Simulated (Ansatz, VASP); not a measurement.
**Ta: VASP beside Ansatz**

Contents of INCAR:

```
PREC     = Accurate       # precision mode
ENCUT    = 520            # plane-wave cutoff, eV
EDIFF    = 1E-7           # SCF threshold, eV
ISMEAR   = -1             # smearing method
SIGMA    = 0.08           # smearing width, eV
LREAL    = F              # projectors in reciprocal space
LASPH    = T              # aspherical terms in the spheres
NELM     = 80             # most SCF steps
ALGO     = Normal         # electronic algorithm
ISIF     = 2              # what is computed and relaxed
LWAVE    = F              # write WAVECAR
LCHARG   = T              # write CHGCAR
GGA      = CA             # functional
LELF     = T              # ELF
LVHAR    = T            
NBANDS   = 18             # bands
```

Contents of KPOINTS:

```
Automatic mesh
0
Gamma
  13 13 13
```

The input POSCAR:

```
Ta
1.0
    0.0000000000      2.1857890471      2.1857890471
    2.1857890471      0.0000000000      2.1857890471
    2.1857890471      2.1857890471      0.0000000000
Ta
2
Direct
   -0.1250000000     -0.1250000000     -0.1250000000
    0.1250000000      0.1250000000      0.1250000000
```

Input for Ansatz:

```yaml
crystal:
  lattice:
    - [0.0, 2.1857890471, 2.1857890471]
    - [2.1857890471, 0.0, 2.1857890471]
    - [2.1857890471, 2.1857890471, 0.0]
  atoms:
    - { symbol: Ta, position: [-0.125, -0.125, -0.125] }
    - { symbol: Ta, position: [0.125, 0.125, 0.125] }
kpoints:
  mp_grid: { grid: [13, 13, 13] }
  band_path:
    path:
      - [0.0, 0.0, 0.0]
      - [0.5, 0.0, 0.5]
      - [0.625, 0.25, 0.625]
      - [0.375, 0.375, 0.75]
      - [0.0, 0.0, 0.0]
      - [0.5, 0.5, 0.5]
      - [0.5, 0.25, 0.75]
      - [0.5, 0.0, 0.5]
    npoints: 8
scf:
  occupations: { method: fermi_dirac, width: 0.08 }
hamiltonian:
  xc: lda
  pseudopotentials: { kind: paw }
output:
  forces: true
  stress: true
  eigenvalues: true
  populations: true
  dos: { projected: true, de: 0.2, e_range: [-14, 8] }
```

Change from the starting cell: volume scaled by 0.4, PAW files.

Alike in both runs: task single point; functional LDA; k mesh 13 × 13 × 13; occupations fermi-dirac, width 0.08 eV; no spin polarisation.

|  | VASP | Ansatz |
| --- | --- | --- |
| version | VASP 6.6.1 | Ansatz 0.2.0 |
| potentials or method | VASP PAW LDA potentials, release 64 (Ta_pv) | PAW with Ansatz's default frozen-core files, scalar-relativistic |
| plane-wave cutoff (eV) | 520 | 420 |
| valence electrons in the cell | 22 | 26 |

|  | VASP | Ansatz | Ansatz less VASP |
| --- | --- | --- | --- |
| pressure (GPa) | 533.5 | 539.1 | +5.60 |

LDA's correlation is that of Perdew and Zunger in VASP and of Perdew and Wang (1992) in Ansatz. Both programs put the cell under a high pressure, so it lies far from rest at this level. VASP's potentials hold 22 valence electrons a cell and Ansatz's 26, so a difference there can come from the potentials and not from the codes.

Spin-orbit coupling is off throughout. Noted on VASP's run: the cell as given lies far from equilibrium.
